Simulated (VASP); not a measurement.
Set up this calculation in VASP 6.6.1, as the native input.

- Task: relaxation of cell and atoms
- Functional: PBEsol
- Potentials or basis: VASP PAW PBE potentials, release 64 (Sn_d, Ge_d)
- Cutoff: 600 eV
- k mesh: 6 × 6 × 6
- Occupations: gaussian, width 0.03 eV
- Spin: no spin polarisation
- Further INCAR settings: ALGO = Normal; EDIFF = 1e-06; IBRION = 2; EDIFFG = -0.01; NSW = 90; ISIF = 3

The structure of Sn3Ge13 lies in POSCAR:

```
Sn3Ge13
1.0
    0.0000000000      5.8094823000     -5.8094823000
    5.8094823000      5.8094823000      0.0000000000
    5.8094823000      0.0000000000     -5.8094823000
Sn Ge
3 13
Direct
    0.5000000000      0.0000000000      0.5000000000
    0.5000000000      0.5000000000      0.5000000000
    0.8750000000      0.3750000000      0.3750000000
    0.0000000000      0.0000000000      0.5000000000
    0.0000000000      0.5000000000      0.5000000000
    0.5000000000      0.0000000000      0.0000000000
    0.5000000000      0.5000000000      0.0000000000
    0.0000000000      0.0000000000      0.0000000000
    0.0000000000      0.5000000000      0.0000000000
    0.3750000000      0.3750000000      0.3750000000
    0.3750000000      0.8750000000      0.3750000000
    0.8750000000      0.8750000000      0.3750000000
    0.3750000000      0.3750000000      0.8750000000
    0.3750000000      0.8750000000      0.8750000000
    0.8750000000      0.3750000000      0.8750000000
    0.8750000000      0.8750000000      0.8750000000
```

The input as run:

INCAR

```
  PREC = Accurate
  ENCUT = 600
  EDIFF = 1E-6
  ISMEAR = 0
  SIGMA = 0.03
  LREAL = False
  LASPH = True
  NELM = 80
  ALGO = Normal
  ISIF = 3
  LWAVE = False
  LCHARG = False
  GGA = PS
  IBRION = 2
  NSW = 90
  EDIFFG = -0.01
  KPAR = 8
```

KPOINTS

```
regular mesh
0
Gamma
  6 6 6
```

Potentials or basis: VASP PAW PBE potentials, release 64 (Sn_d, Ge_d).

Launch:

```console
$ cat potpaw_PBE.64/Sn_d/POTCAR potpaw_PBE.64/Ge_d/POTCAR > POTCAR
$ mpirun -np 8 vasp_std > vasp.out
```

It gave:

```
Relaxed volume                        : 25.03 Å³/atom
Relaxed cell                          : a = 8.272 Å, b = 8.269 Å, c = 8.280 Å, α = 60.05°, β = 59.95°, γ = 60.01°
Space group after relaxing (to 0.1 Å) : Cm (No. 8)
Energy gained by relaxing             : 42.3 meV/atom
Ionic steps                           : 11
Pressure after relaxing               : 0.0 GPa
Largest force after relaxing          : 0.005 eV/Å
Band gap on the k mesh                : zero (bands 112 and 113 overlap by 0.07 eV)
```

Caveat: semilocal functionals underestimate gaps, so a narrow gap can read as zero; the PAW data sets were made with another functional, which shifts forces and pressure a little; spin-orbit coupling is left out, which moves the levels of the heavy elements.

Wall time 80 min on 8 MPI ranks on Intel(R) Xeon(R) 6975P-C (Granite Rapids), on a shared host, peak memory 2.8 GiB a rank.
